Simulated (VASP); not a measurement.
# CsBaS2 (R-3m) in VASP: a series of runs, part 2 of 2

VASP 6.6.1. The steps go on from the part before.

**3. Relaxation of cell and atoms, PBE, target pressure 5 GPa, at which the enthalpy is minimised**

This run uses another cell than the first one, of 29.33 Å³/atom.

The input, INCAR:

```
ALGO = Normal
EDIFF = 1E-6
EDIFFG = -0.01
ENCUT = 600
GGA = PE
IBRION = 2
ISIF = 3
ISMEAR = -1
LASPH = T
LCHARG = F
LREAL = F
LWAVE = F
NELM = 100
NSW = 80
PREC = Accurate
PSTRESS = 50.0
SIGMA = 0.1
```

The input, KPOINTS:

```
k-points
0
Gamma
  7 7 7
```

The input, POSCAR:

```
CsBaS2
1.0
    2.0920560000      3.6235460000      0.0000000000
   -2.0920560000      3.6235460000      0.0000000000
   -2.0920560000      1.2078450000      7.7374620000
Ba S Cs
1 2 1
Direct
    0.5000000000      0.0000000000      0.5000000000
    0.2319000000      0.5362000000      0.6957000000
    0.7681000000      0.4638000000      0.3043000000
    0.0000000000      0.0000000000      0.0000000000
```

Potentials or basis: VASP PAW PBE potentials, release 64 (Ba_sv, S, Cs_sv).

Launch:

```bash
cat potpaw_PBE.64/Ba_sv/POTCAR potpaw_PBE.64/S/POTCAR potpaw_PBE.64/Cs_sv/POTCAR > POTCAR
mpirun -np 1 vasp_std > vasp.out
```

OUTCAR:

```text
EDIFF = 1E-6
   EDIFFG = -0.01
   ENCUT = 600
   GGA = PE
   IBRION = 2
   ISIF = 3
   ISMEAR = -1
   LASPH = T
   LREAL = F
   NELM = 100
   NSW = 80
   PREC = Accurate
   PSTRESS = 50.0

 ion  position               nearest neighbor table
   1  0.500  0.000  0.500-   2 2.85   2 2.85   3 2.85   3 2.85   2 2.85   3 2.85
   2  0.232  0.536  0.696-   1 2.85   1 2.85   1 2.85
   3  0.768  0.464  0.304-   1 2.85   1 2.85   1 2.85
   4  0.000  0.000  0.000-

  LATTYP: Found a trigonal (rhomboedric) cell.
 ALAT       =     8.1057945972
 COS(alpha) =     0.8667750954

  Lattice vectors:

 A1 = (   2.0920560000,   1.2078450000,   7.7374620000)
 A2 = (  -2.0920560000,   1.2078450000,   7.7374620000)
 A3 = (   0.0000000000,  -2.4157010000,   7.7374620000)

Analysis of symmetry for initial positions (statically):
=====================================================================
 Subroutine PRICEL returns:
 Original cell was already a primitive cell.

 Routine SETGRP: Setting up the symmetry group for a
 trigonal (rhombohedral) supercell.

 Subroutine GETGRP returns: Found 12 space group operations
 (whereof 12 operations were pure point group operations)
 out of a pool of 12 trial point group operations.

The static configuration has the point symmetry D_3d.

Analysis of symmetry for dynamics (positions and initial velocities):
=====================================================================
 Subroutine PRICEL returns:
 Original cell was already a primitive cell.
[... 143 lines left out ...]
 conjugate gradient relaxation of ions
 non-spin polarized calculation
  energy-cutoff  :      600.00
  volume of cell :      117.31
 maximum number of plane-waves:      3964
 NGX is ok and might be reduce to    36
   NGX = 17   NGY = 17   NGZ = 33

--------------------------------------- Ionic step        1  -------------------------------------------

 number of electron      31.0000000 magnetization

 Free energy of the ion-electron system (eV)
  ---------------------------------------------------
  ext. energy  EPLUGINS =         0.00000000
  ---------------------------------------------------
  free energy    TOTEN  =       -14.67088198 eV

  energy without entropy =      -14.47537742  energy(sigma->0) =      -14.57312970

 E-fermi :   2.0767     XC(G=0):  -9.0391

 val. band max:        2.0738511650   @ k =   0.1429   0.0000   0.2857
 cond. band min:       2.0871026758   @ k =  -0.4286   0.2857   0.1429
 fundamental gap:      0.0132515107
 Fermi energy:         2.0766547444

 k-point     1 :       0.0000    0.0000    0.0000
  band No.  band energies     occupation
      1     -23.0582      2.00000
      2     -18.4346      2.00000
      3     -10.2617      2.00000
      4      -8.6775      2.00000
      5      -8.2024      2.00000
      6      -8.2024      2.00000
[... 798 lines left out ...]
--------------------------------------- Ionic step        8  -------------------------------------------

 number of electron      30.9999998 magnetization

 Free energy of the ion-electron system (eV)
  ---------------------------------------------------
  ext. energy  EPLUGINS =         0.00000000
  ---------------------------------------------------
  free energy    TOTEN  =       -15.72852307 eV

  energy without entropy =      -15.52058083  energy(sigma->0) =      -15.62455195

 E-fermi :   1.1670     XC(G=0):  -8.5274

 val. band max:        1.1635969185   @ k =   0.1429   0.0000   0.0000
 cond. band min:       1.1815299028   @ k =   0.2857   0.0000   0.1429
 fundamental gap:      0.0179329843
 Fermi energy:         1.1669917448

 k-point     1 :       0.0000    0.0000    0.0000
  band No.  band energies     occupation
      1     -24.3982      2.00000
      2     -18.8207      2.00000
      3     -10.6589      2.00000
      4      -9.5273      2.00000
      5      -9.5273      2.00000
      6      -9.2462      2.00000
[... 554 lines left out ...]
  energy  without entropy=      -15.5205808336  energy(sigma->0) =      -15.62455195

  enthalpy is  TOTEN    =       -11.6078363590 eV   P V=        4.1206867142

 reached required accuracy - stopping structural energy minimisation
```

OSZICAR:

```text
N       E                     dE             d eps       ncg     rms          rms(c)
DAV:   1     0.224941004187E+03    0.22494E+03   -0.14904E+04  1672   0.158E+03
DAV:   2     0.598877440380E+00   -0.22434E+03   -0.21786E+03  2541   0.256E+02
DAV:   3    -0.154145654961E+02   -0.16013E+02   -0.15792E+02  2096   0.759E+01
[... 80 lines left out ...]
DAV:   3    -0.157286010428E+02    0.20181E-02   -0.47619E-03  2132   0.396E-01    0.121E-01
DAV:   4    -0.157285139493E+02    0.87093E-04   -0.30502E-04  2613   0.105E-01    0.750E-02
DAV:   5    -0.157285171966E+02   -0.32473E-05   -0.17441E-04  2571   0.784E-02    0.198E-02
DAV:   6    -0.157285235466E+02   -0.63500E-05   -0.80778E-06  2102   0.193E-02    0.543E-03
DAV:   7    -0.157285230732E+02    0.47340E-06   -0.83395E-07  1091   0.549E-03
   8 F= -.11607836E+02 E0= -.11503865E+02  d E =-.175493E-02
```

It took 7.7 min on 1 thread of Intel Xeon Platinum 8488C (Sapphire Rapids), shared host; peak memory 0.39 GiB.

Results:

```
Free energy                                                : -15.7285 eV
Relaxed volume                                             : 33.01 Å³/atom
Relaxed cell                                               : a = 4.461 Å, b = 4.461 Å, c = 8.083 Å, α = 73.98°, β = 90.00°, γ = 60.00°
Space group after relaxing (to 0.1 Å)                      : R-3m (No. 166)
Energy change on relaxing (the run minimises the enthalpy) : -264.4 meV/atom
Ionic steps                                                : 8
Pressure after relaxing                                    : 5.0 GPa
Band gap on the k mesh                                     : zero (an odd number of electrons rules out a gap without spin polarisation)
```

The path:
```
step  energy change (eV)  largest force (eV/Å)  pressure (GPa)  volume (Å³)
   1              0.0000                1.4965           13.27       117.31
   2             -1.2901                0.2365            1.99       144.90
   3             -1.0929                0.5363            4.48       135.98
   4             -1.0920                0.4187            4.66       134.78
   5             -1.0266                0.0689            5.37       131.10
   6             -1.0205                0.0499            5.42       130.91
   7             -1.0892                0.0413            4.62       133.10
   8             -1.0576                0.0017            5.00       132.04
```

Final structure:
```
CELL_PARAMETERS angstrom
2.23040 3.86317 0.00000
-2.23040 3.86317 0.00000
-2.23040 1.28772 7.66219
ATOMIC_POSITIONS crystal
Ba 0.50000 0.00000 0.50000
S 0.23891 0.52218 0.71673
S 0.76109 0.47782 0.28327
Cs 0.00000 0.00000 0.00000
```

Caveat: the cell is relaxed towards a set pressure, so the run minimises the enthalpy, not the energy; spin-orbit coupling is left out, which moves the levels of the heavy elements.

The gap in the log of VASP goes by the Fermi energy; the results here count the filled bands.